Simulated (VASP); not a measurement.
The system is Pd.

```xyz
1
Lattice="0.0000 1.9587 1.9587 1.9587 0.0000 1.9587 1.9587 1.9587 0.0000" Properties=species:S:1:pos:R:3 pbc="T T T"
Pd    0.0000    0.0000    0.0000
```

- Program: VASP 6.6.1
- Task: relaxation of cell and atoms
- Functional: LDA
- Potentials or basis: VASP PAW LDA potentials, release 64 (Pd)
- Cutoff: 600 eV
- k mesh: 8 × 8 × 8
- Occupations: gaussian, width 0.1 eV
- Spin: no spin polarisation

At the start: pressure -10.6 GPa; volume 15.03 Å³/atom.

**Question.** Where does the relaxation end?

**Answer.** Over 3 steps the energy falls by 28.0 meV/atom and the volume is 14.25 Å³/atom (-5.2 %); space group Fm-3m (No. 225, to 0.05 Å).

Step by step:
```
step  energy change (eV)  largest force (eV/Å)  pressure (GPa)  volume (Å³)
   1              0.0000                0.0000          -10.60        15.03
   2              0.0667                0.0000           26.58        12.97
   3             -0.0280                0.0000           -0.33        14.25
```

Final structure:
```
Pd
1.0
     0.00000    1.92418    1.92418
     1.92418    0.00000    1.92418
     1.92418    1.92418    0.00000
Pd
1
Direct
  0.00000 0.00000 0.00000
```
